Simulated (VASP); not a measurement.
## Ta: single point with PBEsol

The system is Ta.

```
Ta
1.0
    -1.64026    1.64026   -1.64026
    -1.64026   -1.64026    1.64026
    -0.65610    6.56104    6.56104
Ta
4
Direct
  0.82500 0.82500 0.87500
  0.47500 0.47500 0.12500
  0.92500 0.92500 0.37500
  0.37500 0.37500 0.62500
```

```json
{
  "Program": "VASP 6.6.1",
  "Task": "single point",
  "Functional": "PBEsol",
  "Potentials or basis": "VASP PAW PBE potentials, release 64 (Ta_pv)",
  "Cutoff": "520 eV",
  "k mesh": "22 × 22 × 7",
  "Occupations": "gaussian, width 0.15 eV",
  "Spin": "no spin polarisation"
}
```

The pressure is 1.7 GPa and the largest force is 1.760 eV/Å. The band gap on the k mesh is zero (bands 22 and 23 overlap by 1.61 eV).

Forces in eV/Å, atoms in the order of the input:
```
Ta  -1.432 -0.724 -0.724
Ta   1.432  0.724  0.724
Ta  -0.389  0.028  0.028
Ta   0.389 -0.028 -0.028
```

Stress tensor (GPa, compression positive):
```
0.08 2.84 2.84
2.84 2.53 1.18
2.84 1.18 2.53
```

Levels at points of the mesh, in eV from the Fermi level:
```tsv
k point	band 18	band 19	band 20	band 21	band 22	band 23	band 24	band 25	band 26	band 27
(0.00, 0.00, 0.00)	-0.90	-0.69	-0.49	-0.04	0.35	0.41	1.17	1.67	2.92	3.32
(0.50, 0.00, 0.00)	-1.88	-1.54	-1.10	-0.66	-0.39	1.36	2.19	3.06	3.70	3.77
(0.50, 0.50, 0.00)	-2.06	-1.95	-1.42	0.33	0.73	1.67	2.14	2.28	4.00	5.04
```

Wall time 37 min on 1 thread of Oxide Virtual Turin-like Processor (shared host), peak memory 1.2 GiB.

Caveat: the PAW data sets were made with another functional, which shifts forces and pressure a little; spin-orbit coupling is left out, which moves the levels of the heavy elements.
